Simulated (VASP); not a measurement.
Write the native input for VASP 6.6.1 that does the following.

- Task: relaxation of cell and atoms
- Functional: PBE
- Potentials or basis: VASP PAW PBE potentials, release 64 (B, N)
- Cutoff: 600 eV
- k mesh: 12 × 12 × 6
- Occupations: fermi-dirac, width 0.02 eV
- Spin: no spin polarisation
- Dipole correction: no
- Further INCAR settings: ALGO = Normal; EDIFF = 1e-06; IBRION = 2; EDIFFG = -0.005; NSW = 80; ISIF = 3

The structure of BN lies in POSCAR:

```
BN
1.0
    2.5360000000      0.0000000000      0.0000000000
   -1.2680000000      2.1962404240      0.0000000000
    0.0000000000      0.0000000000      4.1990000000
B N
2 2
Direct
    0.6666666667      0.3333333333      0.0000000000
    0.3333333333      0.6666666667      0.5000000000
    0.6666666667      0.3333333333      0.3750000000
    0.3333333333      0.6666666667      0.8750000000
```

These files were run (other wordings do the same):

INCAR

```
SYSTEM = BN
ALGO = Normal ; EDIFF = 1E-6
EDIFFG = -0.005 ; ENCUT = 600
GGA = PE ; IBRION = 2
ISIF = 3 ; ISMEAR = -1
LASPH = .TRUE. ; LCHARG = .FALSE.
LREAL = .FALSE. ; LWAVE = .FALSE.
NELM = 60 ; NSW = 80
PREC = Accurate ; SIGMA = 0.02
```

KPOINTS

```
k-points
0
G
  12 12 6
  0 0 0
```

Potentials or basis: VASP PAW PBE potentials, release 64 (B, N).

Run with:

```console
$ cat potpaw_PBE.64/B/POTCAR potpaw_PBE.64/N/POTCAR > POTCAR
$ mpirun -np 1 vasp_std > vasp.out
```

Results of the run:

| Property | Result |
| --- | --- |
| Relaxed volume | 5.97 Å³/atom |
| Relaxed cell | a = 2.555 Å, b = 2.555 Å, c = 4.225 Å, α = 90.00°, β = 90.00°, γ = 120.00° |
| Space group after relaxing (to 0.05 Å) | P6_3mc (No. 186) |
| Energy gained by relaxing | 3.0 meV/atom |
| Ionic steps | 7 |
| Pressure after relaxing | -0.1 GPa |
| Band gap on the k mesh | 5.21 eV, indirect (least direct gap 8.24 eV) |

It took 88 s on 1 thread of AMD EPYC 7R43 64-Core Processor (Zen 3), on a shared host, peak memory 0.11 GiB.
